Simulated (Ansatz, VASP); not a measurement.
# Sn2PW3: VASP beside Ansatz

```xyz
6
Lattice="5.4364 0.0000 0.0000 -2.7182 4.7080 0.0000 0.0000 0.0000 4.7704" Properties=species:S:1:pos:R:3 pbc="T T T"
Sn    2.7182    1.5693    0.0000
Sn    0.0000    3.1387    0.0000
P     0.0000    0.0000    0.0000
W     1.3591    2.3540    2.3852
W     2.7182    0.0000    2.3852
W    -1.3591    2.3540    2.3852
```

Change from the starting cell: species swapped into the LaNi2Rh3 type (P6/mmm, No. 191).

Alike in both runs: functional PBE; k mesh 3 × 3 × 4; occupations gaussian, width 0.1 eV; no spin polarisation.

Ansatz relaxed the structure, and its values are those at the end. VASP's run is a single point on that final structure, the one shown.

```csv
,VASP,Ansatz
version,VASP 6.6.1,Ansatz 0.2.0
potentials or method,"VASP PAW PBE potentials, release 64 (Sn_d, P, W_sv), cutoff 520 eV","scalar-relativistic, plane waves, PAW"
valence electrons in the cell,75,75
```

```csv
,VASP,Ansatz,Ansatz less VASP
gap on the k mesh at the Fermi level (eV),none,none,-
pressure (GPa),-0.2,-0.3,-0.12
```

A gap of «none» marks a metal or a gap that the smearing closes.

The k mesh is coarse, so the values compare programs but aren't converged. Neither program's run includes spin-orbit coupling.
